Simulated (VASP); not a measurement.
Al:

```xyz
1
Lattice="-1.6122 1.6122 1.6122 1.6122 -1.6122 1.6122 1.6122 1.6122 -1.6122" Properties=species:S:1:pos:R:3 pbc="T T T"
Al    0.0000    0.0000    0.0000
```

Base run:

- Program: VASP 6.6.1
- Functional: r2SCAN
- Potentials or basis: VASP PAW PBE potentials, release 64 (Al)
- Cutoff: 520 eV
- k mesh: 12 × 12 × 12
- Occupations: fermi-dirac, width 0.05 eV
- Spin: no spin polarisation

Its results: pressure -2.9 GPa.

Question: The run is repeated on the same cell with these changes: functional from r2SCAN to PBE; further incar settings from ALGO = Normal; EDIFF = 1e-06; NBANDS = 8 to ALGO = Normal; EDIFF = 1e-07; NBANDS = 8. What comes out?

Answer: Pressure 0.7 GPa.

Caveats: the PAW data sets were made with another functional, which shifts forces and pressure a little (some runs).
